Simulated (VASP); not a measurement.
A run of VASP 6.6.1 is set up as follows.

File INCAR:

```
SYSTEM = AlFe
PREC = Accurate
ENCUT = 520
EDIFF = 1E-6
ISMEAR = 0
SIGMA = 0.016
LREAL = .FALSE.
LASPH = .TRUE.
NELM = 150
ALGO = Normal
ISIF = 2
LWAVE = .FALSE.
LCHARG = .FALSE.
ISPIN = 2
MAGMOM = 3 0
LORBIT = 11
LMAXMIX = 4
GGA = PE
NBANDS = 16
```

Contents of KPOINTS:

```
regular mesh
0
G
  9 9 9
  0 0 0
```

File POSCAR:

```
AlFe
1.0
    2.9100000000      0.0000000000      0.0000000000
    0.0000000000      2.9100000000      0.0000000000
    0.0000000000      0.0000000000      2.9100000000
Fe Al
1 1
Direct
    0.5000000000      0.5000000000      0.5000000000
    0.0000000000      0.0000000000      0.0000000000
```

Potentials or basis: VASP PAW PBE potentials, release 64 (Fe, Al).

Command:

```sh
$ cat potpaw_PBE.64/Fe/POTCAR potpaw_PBE.64/Al/POTCAR > POTCAR
$ mpirun -np 1 vasp_std > vasp.out
```

What does it give for the pressure?

-6.3 GPa.

What does it give for the net moment?

0.61 μB per cell.

Estimate the site moments.

Fe +0.66; Al -0.02 μB.
